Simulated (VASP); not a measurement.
Cr: single point with LDA

Cr:

```xyz
1
Lattice="-1.3942 1.3942 1.3942 1.3942 -1.3942 1.3942 1.3942 1.3942 -1.3942" Properties=species:S:1:pos:R:3 pbc="T T T"
Cr    0.0000    0.0000    0.0000
```

```
Program                : VASP 6.6.1
Task                   : single point
Functional             : LDA
Potentials or basis    : VASP PAW LDA potentials, release 64 (Cr_pv)
Cutoff                 : 500 eV
k mesh                 : 17 × 17 × 17
Occupations            : fermi-dirac, width 0.1 eV
Spin                   : no spin polarisation
Dipole correction      : no
Further INCAR settings : ALGO = Normal; EDIFF = 1e-06; NBANDS = 12
```

The pressure is 0.0 GPa and the band gap on the k mesh is zero (bands 6 and 7 overlap by 3.59 eV).

Levels at points of the mesh, in eV from the Fermi level:
```csv
k point,band 2,band 3,band 4,band 5,band 6,band 7,band 8,band 9,band 10,band 11
"(0.00, 0.00, 0.00)",-42.25,-42.25,-8.01,-1.02,-1.02,-1.02,1.16,1.16,5.38,22.81
```

Wall time 34 s on 1 thread of AMD EPYC 7R13 (shared host), peak memory 0.1 GiB.

Caveat: the run has no spin polarisation, though such a crystal can be magnetic. Spin polarisation is off, so any magnetic state and its effect on volume and gap are missing.
